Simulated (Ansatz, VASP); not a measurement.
Two plane-wave programs on Cd

INCAR

```
SYSTEM = Cd
  ALGO = Normal
  EDIFF = 1E-6
  ENCUT = 500
  GGA = PS
  GGA_COMPAT = .FALSE.
  ISIF = 2
  ISMEAR = -1
  LASPH = .TRUE.
  LCHARG = .TRUE.
  LORBIT = 11
  LORBMOM = .TRUE.
  LREAL = .FALSE.
  LSORBIT = .TRUE.
  LVHAR = .TRUE.
  LWAVE = .FALSE.
  MAGMOM = 0 0 0 0 0 0
  NBANDS = 36
  NELM = 200
  PREC = Accurate
  SIGMA = 0.05
```

Contents of KPOINTS:

```
k-points
0
G
  10 10 5
  0 0 0
```

POSCAR

```
Cd
1.0
    2.9788700000      0.0000000000      0.0000000000
   -1.4894350000      2.5797770946      0.0000000000
    0.0000000000      0.0000000000      5.6176500000
Cd
2
Direct
    0.6666666667      0.3333333333      0.7500000000
    0.3333333333      0.6666666667      0.2500000000
```

Contents of input.yaml:

```yaml
crystal:
  lattice:
    - [2.97887, 0.0, 0.0]
    - [-1.489435, 2.5797770946, 0.0]
    - [0.0, 0.0, 5.61765]
  atoms:
    - { symbol: Cd, position: [0.6666666667, 0.3333333333, 0.75] }
    - { symbol: Cd, position: [0.3333333333, 0.6666666667, 0.25] }
hamiltonian:
  xc: pbesol
  pseudopotentials: { kind: paw_fr }
magnetization:
  noncollinear: true
  spin_orbit: true
kpoints:
  mp_grid: { grid: [10, 10, 5] }
  band_path:
    path:
      - [[0.0, 0.0, 0.0], [0.5, 0.0, 0.0], [0.3333333333, 0.3333333333, 0.0], [0.0, 0.0, 0.0], [0.0, 0.0, 0.5], [0.5, 0.0, 0.5], [0.3333333333, 0.3333333333, 0.5], [0.0, 0.0, 0.5]]
      - [[0.5, 0.0, 0.5], [0.5, 0.0, 0.0]]
      - [[0.3333333333, 0.3333333333, 0.0], [0.3333333333, 0.3333333333, 0.5]]
    npoints: 14
scf:
  occupations: { method: fermi_dirac, width: 0.05 }
  n_extra_bands: 6
output:
  forces: true
  stress: true
  eigenvalues: true
  fatbands: false
  write_density: true
  write_potential: true
  elf: true
  volumetric_format: npy
```

Alike in both runs: functional PBEsol; k mesh 10 × 10 × 5; occupations fermi-dirac, width 0.05 eV; non-collinear spin, spin-orbit coupling.

```csv
,VASP,Ansatz
version,VASP 6.6.1,Ansatz 0.2.0
potentials or method,"VASP PAW PBE potentials, release 64 (Cd)",Ansatz PAW
plane-wave cutoff (eV),500,420
valence electrons in the cell,24,40
task,single point,band structure
```

Ansatz gave:

* pressure (GPa): -1.7
* traceless stress, the component that is largest in VASP (GPa): -0.34

Question: What did VASP give for the same quantities?

Answer: Pressure (GPa): -1.3; traceless stress, the component that is largest in VASP (GPa): -0.50.

VASP's potentials were made for PBE, not for PBEsol. VASP's potentials hold 24 valence electrons a cell and Ansatz's 40, so a difference there can come from the potentials and not from the codes.
